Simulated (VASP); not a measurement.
Input of a VASP 6.6.1 run:

File INCAR:

```
SYSTEM = TiAl2
PREC = Accurate ; ENCUT = 500
EDIFF = 1E-7 ; ISMEAR = -1
SIGMA = 0.15 ; LREAL = .FALSE.
LASPH = .TRUE. ; NELM = 120
ALGO = Normal ; ISIF = 3
LWAVE = .FALSE. ; LCHARG = .FALSE.
IBRION = 2 ; NSW = 80
EDIFFG = -0.001 ; GGA_COMPAT = .FALSE.
NELMIN = 4
```

KPOINTS

```
Automatic mesh
0
G
  10 10 10
  0 0 0
```

POSCAR

```
TiAl2
1.0
    1.9318918277     -5.9735899575      0.0000000000
    1.9318918277      5.9735899575      0.0000000000
    0.0000000000      0.0000000000      3.9315125201
Ti Al
2 4
Direct
    0.6560629585      0.3439370415      0.0000000000
    0.3439370415      0.6560629585      0.0000000000
    0.0000000000      0.0000000000      0.0000000000
    0.8269844141      0.1730155859      0.5000000000
    0.1730155859      0.8269844141      0.5000000000
    0.5000000000      0.5000000000      0.5000000000
```

Potentials or basis: VASP PAW LDA potentials, release 64 (Ti_sv, Al).

Command:

```console
$ cat potpaw_LDA.64/Ti_sv/POTCAR potpaw_LDA.64/Al/POTCAR > POTCAR
$ mpirun -np 1 vasp_std > vasp.out
```

Task: Estimate the space group after relaxing (to 0.1 Å).

Result: Cmmm (No. 65).

Task: Predict the band gap on the k mesh.

Result: Zero (bands 18 and 19 overlap by 1.57 eV).

Final structure:
```
CELL_PARAMETERS angstrom
1.93601 -5.98061 0.00000
1.93601 5.98061 0.00000
0.00000 0.00000 3.92817
ATOMIC_POSITIONS crystal
Ti 0.65613 0.34387 0.00000
Ti 0.34387 0.65613 0.00000
Al 0.00000 0.00000 0.00000
Al 0.82704 0.17296 0.50000
Al 0.17296 0.82704 0.50000
Al 0.50000 0.50000 0.50000
```
